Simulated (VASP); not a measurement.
Here is a VASP 6.6.1 calculation.

INCAR

```
SYSTEM = SnCl
PREC = Accurate
ENCUT = 520
EDIFF = 1E-6
ISMEAR = 0
SIGMA = 0.1
LREAL = .FALSE.
LASPH = .TRUE.
NELM = 100
ALGO = Normal
ISIF = 2
LWAVE = .FALSE.
LCHARG = .TRUE.
GGA = PE
LELF = .TRUE.
LVHAR = .TRUE.
NBANDS = 18
```

The input KPOINTS:

```
Automatic mesh
0
G
  16 16 12
  0 0 0
```

POSCAR

```
SnCl
1.0
    3.3420155985      0.0000000000      0.0000000000
    0.0000000000      3.5711139523      0.0000000000
    0.0000000000      0.0000000000      4.6800521360
Sn Cl
1 1
Direct
    0.5000000000      0.5000000000      0.0000000000
    0.5000000000      0.0000000000      0.5000000000
```

Potentials or basis: VASP PAW PBE potentials, release 64 (Sn_d, Cl).

The run is started by

```sh
$ cat potpaw_PBE.64/Sn_d/POTCAR potpaw_PBE.64/Cl/POTCAR > POTCAR
$ mpirun -np 1 vasp_std > vasp.out
```

Problem. What does it give for the band gap on the k mesh?

Solution. Zero (an odd number of electrons rules out a gap without spin polarisation).

Problem. Predict the pressure.

Solution. -0.1 GPa.

Stress tensor (GPa, compression positive):
```
-0.11  0.00  0.00
 0.00 -0.04  0.00
 0.00  0.00  0.00
```

Caveat: spin-orbit coupling is left out, which moves the levels of the heavy elements; an odd number of electrons without spin polarisation forces a metal; a magnetic or distorted state may lie lower.
